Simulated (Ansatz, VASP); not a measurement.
# Two plane-wave programs on ZrB2

File POSCAR:

```
ZrB2
1.0
    3.1700000000      0.0000000000      0.0000000000
   -1.5850000000      2.7453005300      0.0000000000
    0.0000000000      0.0000000000      3.5330000000
Zr B
1 2
Direct
    0.0000000000      0.0000000000      0.0000000000
    0.6666666667      0.3333333333      0.5000000000
    0.3333333333      0.6666666667      0.5000000000
```

The input INCAR.step1:

```
SYSTEM = ZrB2
  PREC = Accurate
  ENCUT = 520
  ISMEAR = -1
  SIGMA = 0.05
  LREAL = .FALSE.
  LASPH = .TRUE.
  NELM = 100
  NBANDS = 16
  GGA = PE
  ALGO = Normal
  EDIFF = 1E-4
  LWAVE = .TRUE.
  LCHARG = .FALSE.
```

The input INCAR.step2:

```
SYSTEM = ZrB2
  PREC = Accurate
  ENCUT = 520
  EDIFF = 1E-6
  ISMEAR = -1
  SIGMA = 0.05
  LREAL = .FALSE.
  LASPH = .TRUE.
  NELM = 100
  ALGO = Normal
  ISIF = 2
  LWAVE = .FALSE.
  LCHARG = .FALSE.
  METAGGA = R2SCAN
  LMIXTAU = .TRUE.
  NBANDS = 16
  ISTART = 1
```

Contents of KPOINTS:

```
Automatic mesh
0
G
  10 10 8
  0 0 0
```

Contents of input.yaml:

```yaml
crystal:
  lattice:
    - [3.17, 0.0, 0.0]
    - [-1.585, 2.74530053, 0.0]
    - [0.0, 0.0, 3.533]
  atoms:
    - { symbol: Zr, position: [0.0, 0.0, 0.0] }
    - { symbol: B, position: [0.6666666667, 0.3333333333, 0.5] }
    - { symbol: B, position: [0.3333333333, 0.6666666667, 0.5] }
hamiltonian:
  xc: r2scan
  pseudopotentials: { kind: paw }
kpoints:
  mp_grid: { grid: [10, 10, 8] }
  band_path:
    path:
      - [[0.0, 0.0, 0.0], [0.5, 0.0, 0.0], [0.3333333333, 0.3333333333, 0.0], [0.0, 0.0, 0.0], [0.0, 0.0, 0.5], [0.5, 0.0, 0.5], [0.3333333333, 0.3333333333, 0.5], [0.0, 0.0, 0.5]]
      - [[0.5, 0.0, 0.5], [0.5, 0.0, 0.0]]
      - [[0.3333333333, 0.3333333333, 0.0], [0.3333333333, 0.3333333333, 0.5]]
    npoints: 14
scf:
  occupations: { method: fermi_dirac, width: 0.05 }
  n_extra_bands: 7
output:
  forces: true
  stress: true
  eigenvalues: true
  fatbands: false
```

Alike in both runs: functional r2SCAN; k mesh 10 × 10 × 8; occupations fermi-dirac, width 0.05 eV; no spin polarisation.

|  | VASP | Ansatz |
| --- | --- | --- |
| version | VASP 6.6.1 | Ansatz 0.2.0 |
| potentials or method | VASP PAW PBE potentials, release 64 (Zr_sv, B) | Ansatz PAW |
| plane-wave cutoff (eV) | 520 | 500 |
| valence electrons in the cell | 18 | 18 |
| task | single point | band structure |

|  | VASP | Ansatz | Ansatz less VASP |
| --- | --- | --- | --- |
| gap on the k mesh at the Fermi level (eV) | none | none | - |
| pressure (GPa) | 0.9 | 0.8 | -0.09 |
| traceless stress, the component that is largest in VASP (GPa) | 1.66 | 1.65 | -0.007 |

VASP's potentials were made for PBE, not for r2SCAN. A gap of «none» marks a metal or a gap that the smearing closes.
